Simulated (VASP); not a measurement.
SiC (SiC (110), 2 layers): single point with PBE

SiC (SiC (110), 2 layers), a slab with vacuum:

```xyz
4
Lattice="3.0969 0.0000 0.0000 0.0000 4.3797 0.0000 0.0000 0.0000 17.5485" Properties=species:S:1:pos:R:3 pbc="T T T"
Si    0.0000    3.8323    8.0000
Si    1.5485    1.6424    9.5485
C     1.5485    2.7373    8.0000
C     0.0000    0.5475    9.5485
```

| Property | Result |
| --- | --- |
| Program | VASP 6.6.1 |
| Task | single point |
| Functional | PBE |
| Potentials or basis | VASP PAW PBE potentials, release 64 (Si, C) |
| Cutoff | 520 eV |
| k mesh | 8 × 6 × 1 |
| Occupations | fermi-dirac, width 0.02 eV |
| Spin | no spin polarisation |
| Dipole correction | yes |
| Further INCAR settings | ALGO = Normal; EDIFF = 1e-06; NBANDS = 16 |

The largest force is 2.807 eV/Å. The band gap on the k mesh is 0.75 eV, indirect (least direct gap 0.84 eV).

Forces on the atoms (eV/Å):
```
Si   0.000 -1.523  2.358
Si   0.000 -1.523 -2.358
C    0.000  1.523  0.273
C    0.000  1.523 -0.273
```

Levels at points of the mesh, in eV from the valence-band top:
| k point | band 6 | band 7 | band 8 | band 9 | band 10 | band 11 |
| --- | --- | --- | --- | --- | --- | --- |
| (0.00, 0.00, 0.00) | -1.96 | -0.68 | -0.22 | 0.86 | 2.93 | 3.77 |
| (0.50, 0.00, 0.00) | -3.19 | -0.41 | -0.41 | 0.99 | 0.99 | 4.39 |
| (0.00, 0.50, 0.00) | -1.15 | -0.27 | -0.27 | 1.13 | 1.13 | 5.65 |
| (0.50, 0.50, 0.00) | -2.74 | -1.52 | -1.52 | 2.03 | 2.03 | 6.19 |

It took 120 s on 1 thread of AMD EPYC 7R43 64-Core Processor (Zen 3), on a shared host, peak memory 0.33 GiB.
